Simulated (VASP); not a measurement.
## Ge3Pd: single point with PBE

Crystal: Ge3Pd.

```
Ge Pd
1.0
     4.13773    0.00000    0.00000
     0.00000    4.13773    0.00000
     0.00000    0.00000    4.13773
Ge Pd
3 1
Direct
  0.00000 0.50000 0.50000
  0.50000 0.00000 0.50000
  0.50000 0.50000 0.00000
  0.00000 0.00000 0.00000
```

The cell was built from a structure type or drawn by symmetry, and may not be a known phase.

```
Program             : VASP 6.6.1
Task                : single point
Functional          : PBE
Potentials or basis : VASP PAW PBE potentials, release 64 (Ge_d, Pd)
Cutoff              : 520 eV
k mesh              : 4 × 4 × 4
Occupations         : gaussian, width 0.1 eV
Spin                : collinear spin
Starting moments    : [0.0, 0.0, 0.0, 1.0] μB
```

```
Pressure                                              : 0.1 GPa
Band gap on the k mesh                                : zero (filled and empty bands overlap)
Net moment                                            : 0.00 μB per cell
Valence electrons inside the program's atomic spheres : Ge 12.19; Pd 9.34
```

Levels at points of the mesh, in eV from the Fermi level:
Spin up:
| k point | band 22 | band 23 | band 24 | band 25 | band 26 | band 27 | band 28 | band 29 | band 30 | band 31 |
| --- | --- | --- | --- | --- | --- | --- | --- | --- | --- | --- |
| (0.00, 0.00, 0.00) | -2.74 | -2.74 | -2.74 | -1.64 | -1.64 | 0.82 | 2.94 | 2.94 | 2.94 | 5.60 |
| (0.50, 0.00, 0.00) | -2.70 | -2.48 | -0.35 | -0.35 | -0.07 | -0.07 | 0.31 | 0.81 | 2.64 | 5.84 |
| (0.50, 0.50, 0.00) | -2.47 | -2.18 | -2.14 | -0.17 | 0.06 | 0.92 | 0.92 | 2.39 | 2.39 | 5.09 |
| (0.50, 0.50, 0.50) | -4.42 | -2.39 | -2.39 | -1.66 | -1.66 | -1.66 | -0.36 | 7.45 | 7.45 | 7.52 |
Spin down:
```csv
k point,band 24,band 25,band 26,band 27,band 28,band 29
"(0.00, 0.00, 0.00)",-2.74,-1.64,-1.64,0.82,2.94,2.94
"(0.50, 0.00, 0.00)",-0.35,-0.35,-0.07,-0.07,0.31,0.81
"(0.50, 0.50, 0.00)",-2.14,-0.17,0.06,0.92,0.92,2.39
"(0.50, 0.50, 0.50)",-2.39,-1.66,-1.66,-1.66,-0.36,7.45
```

Wall time 99 s on 1 thread of Intel Xeon 8259CL, with other jobs on the host, peak memory 0.22 GiB.

Caveat: the k points lie up to 0.38 Å⁻¹ apart, too coarse for converged energies and pressures of a metal.
